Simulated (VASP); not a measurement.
Crystal: GaN.

```xyz
4
Lattice="3.2183 0.0000 0.0000 -1.6092 2.7871 0.0000 0.0000 0.0000 5.2433" Properties=species:S:1:pos:R:3 pbc="T T T"
Ga    0.0000    1.8581   -0.0045
Ga    1.6092    0.9290    2.6172
N     0.0000    1.8581    1.9707
N     1.6092    0.9290    4.5923
```

```yaml
Program: VASP 6.6.1
Task: relaxation of cell and atoms
Functional: r2SCAN
Potentials_or_basis: VASP PAW PBE potentials, release 64 (Ga_d, N)
Cutoff: 600 eV
k_mesh: 12 × 12 × 4
Occupations: fermi-dirac, width 0.02 eV
Spin: no spin polarisation
```

At the start: pressure -5.1 GPa; volume 11.76 Å³/atom.

Task: Where does the relaxation end?

Result: Over 3 steps the energy falls by 5.4 meV/atom and the volume is 11.43 Å³/atom (-2.8 %); space group P6_3mc (No. 186, to 0.1 Å) before and after.

The path:
```
step  energy change (eV)  largest force (eV/Å)  pressure (GPa)  volume (Å³)
   1              0.0000                0.0091           -5.13        47.03
   2             -0.0008                0.0165            5.63        44.51
   3             -0.0215                0.0021            0.03        45.73
```

Final structure:
```xyz
4
Lattice="3.1885 0.0000 0.0000 -1.5943 2.7613 0.0000 0.0000 0.0000 5.1941" Properties=species:S:1:pos:R:3 pbc="T T T"
Ga    0.0000    1.8409    5.1895
Ga    1.5943    0.9205    2.5924
N     0.0000    1.8409    1.9524
N     1.5943    0.9205    4.5495
```

Caveat: the PAW data sets were made with another functional, which shifts forces and pressure a little.
